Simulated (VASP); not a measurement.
The system is TaAs.

```
CELL_PARAMETERS angstrom
-1.72181 1.72181 5.86794
1.72181 -1.72181 5.86794
1.72181 1.72181 -5.86794
ATOMIC_POSITIONS crystal
Ta 0.49997 0.49997 0.00000
Ta 0.24997 0.74997 0.50000
As 0.08263 0.08263 0.00000
As 0.83263 0.33263 0.50000
```

| Quantity | Value |
| --- | --- |
| Program | VASP 6.6.1 |
| Task | relaxation of cell and atoms |
| Functional | RPBE |
| Dispersion | D4 |
| Potentials or basis | VASP PAW PBE potentials, release 64 (Ta_pv, As) |
| Cutoff | 600 eV |
| k mesh | 11 × 11 × 11 |
| Occupations | fermi-dirac, width 0.05 eV |
| Spin | no spin polarisation |

At the start: pressure -1.9 GPa; volume 17.40 Å³/atom.

Problem. Where does the relaxation end?

Solution. Over 8 steps the energy falls by 2.1 meV/atom and the volume is 17.20 Å³/atom (-1.2 %); space group I4_1md (No. 109, to 0.05 Å).

The path:
| step | energy change (eV) | largest force (eV/Å) | pressure (GPa) | volume (Å³) |
| --- | --- | --- | --- | --- |
| 1 | 0.0000 | 0.0267 | -1.90 | 69.59 |
| 2 | 0.0073 | 0.0801 | 3.72 | 67.52 |
| 3 | -0.0058 | 0.0464 | 0.26 | 68.75 |
| 4 | -0.0078 | 0.0486 | 0.08 | 68.77 |
| 5 | -0.0080 | 0.0492 | 0.01 | 68.78 |
| 6 | -0.0080 | 0.0495 | 0.00 | 68.78 |
| 7 | -0.0082 | 0.0140 | -0.03 | 68.78 |
| 8 | -0.0082 | 0.0003 | -0.03 | 68.78 |

Final structure:
```
Ta As
1.0
    -1.72271    1.72271    5.79420
     1.72271   -1.72271    5.79420
     1.72271    1.72271   -5.79420
Ta As
2 2
Direct
  0.50044 0.50044 0.00000
  0.25044 0.75044 0.50000
  0.08216 0.08216 0.00000
  0.83216 0.33216 0.50000
```

Caveat: the PAW data sets were made with another functional, which shifts forces and pressure a little; pairwise dispersion overbinds metals, which lowers pressure and volume.
